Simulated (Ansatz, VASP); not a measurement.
## One calculation of Ga4O, two programs

```
CELL_PARAMETERS angstrom
4.42291 0.00000 0.00000
-2.21145 3.83035 0.00000
0.00000 0.00000 5.56729
ATOMIC_POSITIONS crystal
Ga 0.33333 0.66667 0.74817
Ga 0.33333 0.66667 0.25183
Ga 0.66667 0.33333 0.25183
Ga 0.66667 0.33333 0.74817
O 0.00000 0.00000 0.00000
```

Alike in both runs: task single point; functional PBE; k mesh 6 × 6 × 4; occupations gaussian, width 0.1 eV; collinear spin.

```csv
,VASP,Ansatz
version,VASP 6.6.1,Ansatz 0.2.0
potentials or method,"VASP PAW PBE potentials, release 64 (Ga_d, O), cutoff 520 eV","scalar-relativistic, plane waves, PAW"
valence electrons in the cell,58,58
```

```csv
,VASP,Ansatz,Ansatz less VASP
gap on the k mesh at the Fermi level (eV),none,none,-
pressure (GPa),0.2,0.1,-0.08
"traceless stress, the component that is largest in VASP (GPa)",0.02,0.07,+0.049
rms of the force components (eV/Å),0.004,0.004,+0.0007
net moment per atom (μB),0.00,0.00,0.000
```

Atom by atom the forces differ by 0.001 eV/Å (rms over components). A gap of «none» marks a metal or a gap that the smearing closes. With one functional, cell and mesh, what is left measures potentials, basis and numerics. Ansatz's warnings: seeded moment not kept.
